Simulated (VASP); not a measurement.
# Be (C2/m) in VASP: notebook

The runs below take Be through single point, with PBE.

All numbers are computed with VASP 6.6.1; they aren't measurements. Logs are shortened: lines on timing, memory, paths and dates and some standing lists are left out, and cuts for length are marked.

## Step 1: The cell of the first run

It takes space group C2/m (No. 12, monoclinic). Conventional cell: a = 3.983 Å, b = 2.300 Å, c = 3.601 Å, α = 90.00°, β = 90.00°, γ = 90.00°. Within 2.6 Å of Be (site symmetry m) lie 11 Be at 1.93 to 2.42 Å.

## Step 2: Single point, PBE (atom 1 (Be) moved by (-0.300, -0.300) A along y and z)

Input file INCAR:

```
  PREC = Accurate
  ENCUT = 520
  EDIFF = 1E-7
  ISMEAR = 0
  SIGMA = 0.15
  LREAL = F
  LASPH = T
  NELM = 80
  ALGO = Fast
  ISIF = 2
  LWAVE = F
  LCHARG = F
  GGA = PE
  NBANDS = 9
```

Input file KPOINTS:

```
regular mesh
0
Gamma
  24 24 14
```

Input file POSCAR:

```
Be
1.0
    2.2995019849      0.0000000000      0.0000000000
   -1.1497509925      1.9914271350      0.0000000000
    0.0000000000      0.0000000000      3.6009000000
Be
2
Direct
    0.2580104669      0.5160209339      0.1666874948
    0.6666666667      0.3333333333      0.7500000000
```

Potentials or basis: VASP PAW PBE potentials, release 64 (Be).

Started as:

```
> cat potpaw_PBE.64/Be/POTCAR > POTCAR
> mpirun -np 1 vasp_std > vasp.out
```

OUTCAR:

```text
PREC = Accurate
   ENCUT = 520
   EDIFF = 1E-7
   ISMEAR = 0
   LREAL = F
   LASPH = T
   NELM = 80
   ISIF = 2
   GGA = PE

 ion  position               nearest neighbor table
   1  0.258  0.516  0.167-   2 1.93   2 1.93   2 2.21
   2  0.667  0.333  0.750-   1 1.93   1 1.93   1 2.21

  LATTYP: Found a hexagonal cell.
 ALAT       =     2.2995019849
 C/A-ratio  =     1.5659477677

  Lattice vectors:

 A1 = (   2.2995019849,   0.0000000000,   0.0000000000)
 A2 = (  -1.1497509925,   1.9914271350,   0.0000000000)
 A3 = (   0.0000000000,   0.0000000000,   3.6009000000)

Analysis of symmetry for initial positions (statically):
=====================================================================
 Subroutine PRICEL returns:
 Original cell was already a primitive cell.

 Routine SETGRP: Setting up the symmetry group for a
 hexagonal supercell.

 Subroutine GETGRP returns: Found  4 space group operations
 (whereof  2 operations were pure point group operations)
 out of a pool of 24 trial point group operations.

The static configuration has the point symmetry C_1h.
 The point group associated with its full space group is C_2h.

Analysis of symmetry for dynamics (positions and initial velocities):
=====================================================================
 Subroutine PRICEL returns:
 Original cell was already a primitive cell.

 Routine SETGRP: Setting up the symmetry group for a
 hexagonal supercell.

 Subroutine GETGRP returns: Found  4 space group operations
 (whereof  2 operations were pure point group operations)
 out of a pool of 24 trial point group operations.

The dynamic configuration has the point symmetry C_1h.
 The point group associated with its full space group is C_2h.

 Subroutine INISYM returns: Found  4 space group operations
 (whereof  2 operations are pure point group operations),
 and found     1 'primitive' translations

----------------------------------------------------------------------------------------

                                     Primitive cell

  volume of cell :      16.4896

  direct lattice vectors                    reciprocal lattice vectors
     2.299501985  0.000000000  0.000000000     0.434876772  0.251076221  0.000000000
    -1.149750993  1.991427135  0.000000000     0.000000000  0.502152443  0.000000000
     0.000000000  0.000000000  3.600900000     0.000000000  0.000000000  0.277708351

  length of vectors
     2.299501985  2.299501985  3.600900000     0.502152443  0.502152443  0.277708351

  position of ions in fractional coordinates (direct lattice)
     0.258010467  0.516020934  0.166687495
     0.666666667  0.333333333  0.750000000

  ion indices of the primitive-cell ions
   primitive index   ion index
                 1           1
                 2           2

----------------------------------------------------------------------------------------

 KPOINTS: regular mesh

Automatic generation of k-mesh.
 Grid dimensions read from file:
 generate k-points for:   24   24   14

 Generating k-lattice:

  Cartesian coordinates                     Fractional coordinates (reciprocal lattice)
     0.018119865  0.010461509  0.000000000     0.041666667  0.000000000  0.000000000
     0.000000000  0.020923018  0.000000000     0.000000000  0.041666667  0.000000000
     0.000000000  0.000000000  0.019836311     0.000000000  0.000000000  0.071428571

  Length of vectors
     0.020923018  0.020923018  0.019836311

  Shift w.r.t. Gamma in fractional coordinates (k-lattice)
     0.000000000  0.000000000  0.000000000

 Subroutine IBZKPT returns following result:
 ===========================================

 Found   2114 irreducible k-points:

 Following reciprocal coordinates:
            Coordinates               Weight
  0.000000  0.000000  0.000000      1.000000
  0.041667 -0.000000  0.000000      4.000000
  0.000000  0.041667  0.000000      2.000000
  0.083333 -0.000000  0.000000      4.000000
  0.000000  0.083333  0.000000      2.000000
  0.125000 -0.000000  0.000000      4.000000
[... 16 lines left out ...]
  0.000000  0.458333  0.000000      2.000000
  0.500000 -0.000000  0.000000      2.000000
 [... further k-points ...]
   k-points           NKPTS =   2114   k-points in BZ     NKDIM =   2114   number of bands    NBANDS=      9
   number of dos      NEDOS =    301   number of ions     NIONS =      2
   total plane-waves  NPLWV =   9072
   dimension x,y,z NGX =    18 NGY =   18 NGZ =   28
   dimension x,y,z NGXF=    36 NGYF=   36 NGZF=   56
   ions per type =               2
   NGX,Y,Z   is equivalent  to a cutoff of  13.01, 13.01, 12.93 a.u.
   NGXF,Y,Z  is equivalent  to a cutoff of  26.03, 26.03, 25.85 a.u.
 SYSTEM =  unknown system
   PREC   = accura    normal or accurate (medium, high low for compatibility)
   ISTART =      0    job   : 0-new  1-cont  2-samecut
   ICHARG =      2    charge: 1-file 2-atom 10-const
   ISPIN  =      1    spin polarized calculation?
   LNONCOLLINEAR =      F non collinear calculations
   LSORBIT =      F    spin-orbit coupling
   LASPH  =      T    aspherical Exc in radial PAW
   ENCUT  =  520.0 eV  38.22 Ry    6.18 a.u.   4.28  4.28  6.70*2*pi/ulx,y,z
   NELM   =     80;   NELMIN=  2; NELMDL= -5     # of ELM steps
   EDIFF  = 0.1E-06   stopping-criterion for ELM
   LREAL  =      F    real-space projection
   EDIFFG = 0.1E-05   stopping-criterion for IOM
   NSW    =      0    number of steps for IOM
   IBRION =     -1    ionic relax: 0-MD 1-quasi-New 2-CG
   NFREE  =      0    steps in history (QN), initial steepest desc. (CG)
   ISIF   =      2    stress and relaxation
   ISYM   =      2    0-nonsym 1-usesym 2-fastsym
   POTIM  = 0.5000    time-step for ionic-motion
   TEBEG  =    0.0;   TEEND  =   0.0 temperature during run
   PSTRESS=    0.0 pullay stress
   NELECT =       4.0000    total number of electrons
   NUPDOWN=      -1.0000    fix difference up-down
   EMIN   =  10.00;   EMAX   =-10.00  energy-range for DOS
   EFERMI =   0.00;   METHOD = LEGACY
   ISMEAR =     0;   SIGMA  =   0.15  broadening in eV -4-tet -1-fermi 0-gaus
   EFERMI_NEDOS =   21; number of points for ismear=-14 and -15
   IALGO  =     68    algorithm
   IMIX   =      4    mixing-type and parameters
     AMIX     =   0.40;   BMIX     =  1.00
     AMIX_MAG =   1.60;   BMIX_MAG =  1.00
  volume/ion in A,a.u.               =       8.24        55.64
  Fermi-wavevector in a.u.,A,eV,Ry     =   1.020998  1.929407 14.183227  1.042438
  Thomas-Fermi vector in A             =   2.154599
   LORBIT       =      0    0 simple, 1 ext, 2 COOP (PROOUT), +10 PAW based schemes
   GGA     = PE    functional components
   LHFCALC =     F    Hartree Fock is set to
   AEXX    =    0.0000 exact exchange contribution
   IVDW    =     0    specifies the selected vdW correction
   LEPSILON=     F    determine dielectric tensor
   LRPA    =     F    only Hartree local field effects (RPA)
 non-spin polarized calculation
 RMM-DIIS sequential band-by-band and
 Gauss-broadening in eV      SIGMA  =   0.15
  energy-cutoff  :      520.00
  volume of cell :       16.49
 maximum number of plane-waves:       470
 NGX is ok and might be reduce to    18
   NGX =  9   NGY =  9   NGZ = 13

 number of electron       4.0000000 magnetization

 Free energy of the ion-electron system (eV)
  ---------------------------------------------------
  ext. energy  EPLUGINS =         0.00000000
  ---------------------------------------------------
  free energy    TOTEN  =        -7.03664215 eV

  energy without entropy =       -7.03464392  energy(sigma->0) =       -7.03564304

 E-fermi :   6.5380     XC(G=0): -10.4235

 val. band max:        6.5352221121   @ k =   0.3333   0.2917   0.0000
 cond. band min:       6.5424499216   @ k =   0.2500   0.1250   0.0000
 fundamental gap:      0.0072278095
 Fermi energy:         6.5380083562

 k-point     1 :       0.0000    0.0000    0.0000
  band No.  band energies     occupation
      1      -4.5107      2.00000
      2       2.6583      2.00000
      3       7.3022      0.00000
      4      20.7461      0.00000
      5      23.1285      0.00000
      6      23.1913      0.00000
      7      26.4705      0.00000
      8      28.5950      0.00000
      9      32.0486      0.00000

 k-point     2 :       0.0417   -0.0000    0.0000
  band No.  band energies     occupation
      1      -4.4629      2.00000
      2       2.7214      2.00000
      3       7.3186      0.00000
      4      20.4777      0.00000
      5      22.4694      0.00000
      6      23.4527      0.00000
      7      26.5586      0.00000
      8      28.4608      0.00000
      9      30.9041      0.00000

 k-point     3 :       0.0000    0.0417    0.0000
  band No.  band energies     occupation
      1      -4.4625      2.00000
      2       2.7202      2.00000
      3       7.3276      0.00000
      4      20.5466      0.00000
      5      21.9959      0.00000
      6      23.8724      0.00000
      7      26.5038      0.00000
      8      28.5524      0.00000
      9      32.0134      0.00000

 k-point     4 :       0.0833   -0.0000    0.0000
  band No.  band energies     occupation
      1      -4.3193      2.00000
      2       2.9103      2.00000
      3       7.3654      0.00000
      4      19.7259      0.00000
      5      21.4656      0.00000
      6      23.4488      0.00000
      7      26.6020      0.00000
      8      28.0324      0.00000
      9      29.9505      0.00000

 k-point     5 :       0.0000    0.0833    0.0000
  band No.  band energies     occupation
      1      -4.3179      2.00000
      2       2.9057      2.00000
      3       7.4031      0.00000
      4      20.0261      0.00000
      5      20.4574      0.00000
      6      24.2120      0.00000
      7      26.5060      0.00000
      8      28.4022      0.00000
      9      30.8357      0.00000

 k-point     6 :       0.1250   -0.0000    0.0000
  band No.  band energies     occupation
      1      -4.0800      2.00000
      2       3.2249      2.00000
      3       7.4339      0.00000
      4      18.5786      0.00000
      5      20.3979      0.00000
      6      23.2647      0.00000
      7      26.1868      0.00000
      8      27.2471      0.00000
      9      29.3125      0.00000
[... 169 lines left out ...]
 k-point    21 :       0.0000    0.4167    0.0000
  band No.  band energies     occupation
      1       0.1210      2.00000
      2       5.8272      2.00000
      3       8.3976      0.00000
      4      11.2648      0.00000
      5      15.4178      0.00000
      6      16.1035      0.00000
      7      17.8294      0.00000
      8      23.6335      0.00000
      9      25.6287      0.00000

 k-point    22 :       0.4583   -0.0000    0.0000
  band No.  band energies     occupation
      1       1.1882      2.00000
      2       3.5968      2.00000
      3      10.0077      0.00000
      4      12.6610      0.00000
      5      14.5926      0.00000
      6      15.8864      0.00000
      7      16.5409      0.00000
      8      21.0470      0.00000
      9      27.9422      0.00000

 k-point    23 :       0.0000    0.4583    0.0000
  band No.  band energies     occupation
      1       0.8491      2.00000
      2       4.8965      2.00000
      3       9.1917      0.00000
      4      11.5892      0.00000
      5      14.9252      0.00000
      6      15.2463      0.00000
      7      17.0750      0.00000
      8      23.4856      0.00000
      9      25.6163      0.00000

 k-point    24 :       0.5000   -0.0000    0.0000
  band No.  band energies     occupation
      1       1.8528      2.00000
      2       2.8817      2.00000
      3      10.8105      0.00000
      4      12.0815      0.00000
      5      14.4983      0.00000
      6      15.8751      0.00000
      7      16.0920      0.00000
      8      21.0061      0.00000
      9      27.9321      0.00000

 [... further k-points ...]
[... 5 lines left out ...]
  --------------------------------------------------------------------------------------
  -------------------------------------------------------------------------------------
  Total        0.8904786     -1.0484873      1.4846086      0.0000000      0.7168041     -0.0000000
  in kB       86.5216542   -101.8742641    144.2491590      0.0000000     69.6468985     -0.0000000
  external PRESSURE =      42.9655164 kB  Pullay stress =       0.0000000 kB

 VOLUME and BASIS-vectors are now :
 -----------------------------------------------------------------------------
  energy-cutoff  :      520.00
  volume of cell :       16.49
      direct lattice vectors                 reciprocal lattice vectors
     2.299501985  0.000000000  0.000000000     0.434876772  0.251076221  0.000000000
    -1.149750993  1.991427135  0.000000000     0.000000000  0.502152443  0.000000000
     0.000000000  0.000000000  3.600900000     0.000000000  0.000000000  0.277708351

 POSITION                                       TOTAL-FORCE (eV/Angst)
 -----------------------------------------------------------------------------------
     -0.00000      1.02762      0.60023        -0.000000      0.786099      2.613313
      1.14975      0.66381      2.70068         0.000000     -0.786099     -2.613313
 -----------------------------------------------------------------------------------
    total drift:                                0.000000      0.000000      0.000000

  FREE ENERGIE OF THE ION-ELECTRON SYSTEM (eV)
  ---------------------------------------------------
  free  energy   TOTEN  =        -7.0366421476 eV

  energy  without entropy=       -7.0346439230  energy(sigma->0) =       -7.03564304
```

It took 1.7 min on 1 thread of Intel Xeon 6975P-C (Granite Rapids), shared host; peak memory 0.35 GiB.

Results:

| Item | Value |
| --- | --- |
| Free energy | -7.0366 eV |
| Pressure | 4.3 GPa |
| Largest force | 2.729 eV/Å |
| Band gap on the k mesh | zero (band 2 reaches 7.77 eV, above the bottom of band 3 at 5.58 eV) |

Forces on the atoms (eV/Å):
```
Be   0.000  0.786  2.613
Be   0.000 -0.786 -2.613
```

Stress tensor (GPa, compression positive):
```
  8.65   0.00   0.00
  0.00 -10.19   6.96
  0.00   6.96  14.42
```

Caveat: the cell differs from its parent crystal (atom 1 (Be) moved by (-0.300, -0.300) A along y and z); forces of over 1 eV/Å act on the atoms, so gaps and moduli don't describe the material at rest.

## Step 3: Single point, PBE (atom 1 (Be) moved by (+0.300, -0.300) A along y and z)

Input file INCAR:

```
PREC = Accurate ; ENCUT = 520
EDIFF = 1E-6 ; ISMEAR = 0
SIGMA = 0.15 ; LREAL = F
LASPH = T ; NELM = 80
ALGO = Fast ; ISIF = 2
LWAVE = F ; LCHARG = F
GGA = PE ; NBANDS = 9
```

Input file KPOINTS:

```
Automatic mesh
0
Gamma
  24 24 14
```

POSCAR, as its differences from that of step 2:

```diff
@@ -8,3 +8,3 @@
 Direct
-    0.2580104669      0.5160209339      0.1666874948
+    0.4086561997      0.8173123994      0.1666874948
     0.6666666667      0.3333333333      0.7500000000
```

Potentials or basis: VASP PAW PBE potentials, release 64 (Be).

Started as:

```
> cat potpaw_PBE.64/Be/POTCAR > POTCAR
> mpirun -np 1 vasp_std > vasp.out
```

OUTCAR:

```text
PREC = Accurate
   ENCUT = 520
   EDIFF = 1E-6
   ISMEAR = 0
   LREAL = F
   LASPH = T
   NELM = 80
   ISIF = 2
   GGA = PE

 ion  position               nearest neighbor table
   1  0.409  0.817  0.167-   2 1.82   2 2.12   2 2.12   2 2.34
   2  0.667  0.333  0.750-   1 1.82   1 2.12   1 2.12   1 2.34

  LATTYP: Found a hexagonal cell.
 ALAT       =     2.2995019849
 C/A-ratio  =     1.5659477677

  Lattice vectors:

 A1 = (   2.2995019849,   0.0000000000,   0.0000000000)
[... 468 lines left out ...]
      3       9.7544      0.00000
      4      12.6391      0.00000
      5      13.6838      0.00000
      6      15.7193      0.00000
      7      16.6990      0.00000
      8      21.3421      0.00000
      9      27.6471      0.00000

 [... further k-points ...]
[... 5 lines left out ...]
  --------------------------------------------------------------------------------------
  -------------------------------------------------------------------------------------
  Total       -0.9329493      0.6264860      1.9116747     -0.0000000     -1.5461478      0.0000000
  in kB      -90.6482346     60.8713141    185.7442142     -0.0000000   -150.2284914      0.0000000
  external PRESSURE =      51.9890979 kB  Pullay stress =       0.0000000 kB

 VOLUME and BASIS-vectors are now :
 -----------------------------------------------------------------------------
  energy-cutoff  :      520.00
  volume of cell :       16.49
      direct lattice vectors                 reciprocal lattice vectors
     2.299501985  0.000000000  0.000000000     0.434876772  0.251076221  0.000000000
    -1.149750993  1.991427135  0.000000000     0.000000000  0.502152443  0.000000000
     0.000000000  0.000000000  3.600900000     0.000000000  0.000000000  0.277708351

 POSITION                                       TOTAL-FORCE (eV/Angst)
 -----------------------------------------------------------------------------------
     -0.00000      1.62762      0.60023         0.000000     -1.682635      2.814692
      1.14975      0.66381      2.70068        -0.000000      1.682635     -2.814692
 -----------------------------------------------------------------------------------
    total drift:                               -0.000000      0.000000      0.000000

  FREE ENERGIE OF THE ION-ELECTRON SYSTEM (eV)
  ---------------------------------------------------
  free  energy   TOTEN  =        -6.9441442805 eV

  energy  without entropy=       -6.9417882333  energy(sigma->0) =       -6.94296626
```

OSZICAR:

```text
N       E                     dE             d eps       ncg     rms          rms(c)
DAV:   1    -0.252894455522E+01   -0.25289E+01   -0.17530E+03 38364   0.364E+02
DAV:   2    -0.717238724240E+01   -0.46434E+01   -0.45344E+01 55494   0.533E+01
DAV:   3    -0.722993431102E+01   -0.57547E-01   -0.57212E-01 44106   0.399E+00
DAV:   4    -0.723002410974E+01   -0.89799E-04   -0.89794E-04 49272   0.165E-01
DAV:   5    -0.723002416190E+01   -0.52161E-07   -0.52244E-07 43010   0.365E-03    0.203E+00
RMM:   6    -0.698894589662E+01    0.24108E+00   -0.52890E-02 39139   0.127E+00    0.968E-01
RMM:   7    -0.694573713115E+01    0.43209E-01   -0.25461E-02 40396   0.732E-01    0.280E-01
RMM:   8    -0.694415313132E+01    0.15840E-02   -0.85839E-04 43036   0.220E-01    0.183E-02
RMM:   9    -0.694414402462E+01    0.91067E-05   -0.68996E-05 45277   0.691E-02    0.727E-03
RMM:  10    -0.694414428049E+01   -0.25587E-06   -0.54342E-06 45078   0.204E-02
   1 F= -.69441443E+01 E0= -.69429663E+01  d E =-.235605E-02
```

stdout:

```text
POSCAR found type information on POSCAR Be
 POSCAR found :  1 types and       2 ions
 scaLAPACK will be used
 LDA part: xc-table for (Slater+PW92), standard interpolation
 POSCAR, INCAR and KPOINTS ok, starting setup
 FFT: planning ... GRIDC
 FFT: planning ... GRID_SOFT
 FFT: planning ... GRID
 WAVECAR not read
 entering main loop
```

Run time: 92 s. Hardware: 1 thread of Intel Xeon 6975P-C (Granite Rapids), shared host; peak memory 0.36 GiB.

Results:

```yaml
Free_energy: -6.9441 eV
Pressure: 5.2 GPa
Largest_force: 3.279 eV/Å
Band_gap_on_the_k_mesh: zero (band 2 reaches 7.65 eV, above the bottom of band 3 at 5.61 eV)
```

Forces in eV/Å, atoms in the order of the input:
```
Be   0.000 -1.683  2.815
Be   0.000  1.683 -2.815
```

Stress tensor (GPa, compression positive):
```
 -9.06   0.00   0.00
  0.00   6.09 -15.02
  0.00 -15.02  18.57
```

Levels at points of the mesh, in eV from the Fermi level:
```tsv
k point	band 1	band 2	band 3	band 4	band 5	band 6
(0.00, 0.00, 0.00)	-11.03	-3.90	0.78	14.57	16.38	16.66
(0.50, 0.00, 0.00)	-5.18	-2.59	3.23	6.11	7.16	9.19
(0.00, 0.50, 0.00)	-4.33	-4.09	4.69	5.02	8.83	8.95
(0.00, 0.00, 0.50)	-9.43	-8.21	8.31	13.20	15.59	16.87
(0.50, 0.00, 0.50)	-3.97	-2.84	1.24	1.46	10.12	12.68
(0.00, 0.50, 0.50)	-3.93	-3.75	2.15	2.24	10.17	13.30
```

Caveat: the cell differs from its parent crystal (atom 1 (Be) moved by (+0.300, -0.300) A along y and z); forces of over 1 eV/Å act on the atoms, so gaps and moduli don't describe the material at rest.

(Part 1 of 2 ends here.)
